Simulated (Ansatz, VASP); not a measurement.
## One calculation of Si, two programs

The input INCAR:

```
PREC = Accurate
ENCUT = 520
EDIFF = 1E-7
ISMEAR = 0
SIGMA = 0.05
LREAL = False
LASPH = True
NELM = 80
ALGO = Normal
ISIF = 2
LWAVE = False
LCHARG = True
GGA = PE
LELF = True
LVHAR = True
NBANDS = 11
```

File KPOINTS:

```
Automatic mesh
0
Gamma
  10 10 10
```

File POSCAR:

```
Si
1.0
    0.0000000000      2.7566012213      2.7566012213
    2.7566012213      0.0000000000      2.7566012213
    2.7566012213      2.7566012213      0.0000000000
Si
2
Direct
    0.5000000000      0.5000000000      0.5000000000
    0.7500000000      0.7500000000      0.7500000000
```

Input for Ansatz:

```yaml
crystal:
  lattice:
    - [0.0, 2.7566012213, 2.7566012213]
    - [2.7566012213, 0.0, 2.7566012213]
    - [2.7566012213, 2.7566012213, 0.0]
  atoms:
    - { symbol: Si, position: [0.5, 0.5, 0.5] }
    - { symbol: Si, position: [0.75, 0.75, 0.75] }
basis:
  ecutwfc: 420
kpoints:
  mp_grid: { grid: [10, 10, 10] }
hamiltonian:
  xc: pbe
scf:
  occupations: { method: gaussian, width: 0.05 }
output:
  forces: true
  stress: true
  eigenvalues: true
```

Alike in both runs: task single point; functional PBE; k mesh 10 × 10 × 10; occupations gaussian, width 0.05 eV; no spin polarisation.

|  | VASP | Ansatz |
| --- | --- | --- |
| version | VASP 6.6.1 | Ansatz 0.2.0 |
| potentials or method | VASP PAW PBE potentials, release 64 (Si), cutoff 520 eV | scalar-relativistic, plane waves, PAW |
| valence electrons in the cell | 8 | 8 |

VASP gave:

| Quantity | Value |
| --- | --- |
| gap on the k mesh at the Fermi level (eV) | 0.66 |
| least direct gap on the mesh (eV) | 2.54 |
| pressure (GPa) | -2.1 |

**Question.** What did Ansatz give for the same quantities?

**Answer.** gap on the k mesh at the Fermi level (eV): 0.66; least direct gap on the mesh (eV): 2.54; pressure (GPa): -2.0.

With one functional, cell and mesh, what is left measures potentials, basis and numerics.
